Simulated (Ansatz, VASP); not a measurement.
**Mg3Te in VASP and in Ansatz**

```
CELL_PARAMETERS angstrom
-2.13936 2.13936 5.28249
2.13936 -2.13936 5.28249
2.13936 2.13936 -5.28249
ATOMIC_POSITIONS crystal
Te 0.00000 0.00000 0.00000
Mg 0.25000 0.75000 0.50000
Mg 0.75000 0.25000 0.50000
Mg 0.50000 0.50000 0.00000
```

Alike in both runs: task single point; functional LDA; k mesh 9 × 9 × 9; occupations fermi-dirac, width 0.05 eV; no spin polarisation.

|  | VASP | Ansatz |
| --- | --- | --- |
| version | VASP 6.6.1 | Ansatz 0.2.0 |
| potentials or method | VASP PAW LDA potentials, release 64 (Te, Mg) | Ansatz PAW |
| plane-wave cutoff (eV) | 520 | 420 |
| valence electrons in the cell | 12 | 46 |

VASP gave:

```
gap on the k mesh at the Fermi level (eV)                     : none
pressure (GPa)                                                : -2.6
traceless stress, the component that is largest in VASP (GPa) : 0.15
```

Problem. What did Ansatz give for the same quantities?

Solution. gap on the k mesh at the Fermi level (eV): none; pressure (GPa): -2.3; traceless stress, the component that is largest in VASP (GPa): 0.20.

LDA's correlation is that of Perdew and Zunger in VASP and of Perdew and Wang (1992) in Ansatz. A gap of «none» marks a metal or a gap that the smearing closes. VASP's potentials hold 12 valence electrons a cell and Ansatz's 46, so a difference there can come from the potentials and not from the codes.

Spin-orbit coupling is off throughout.
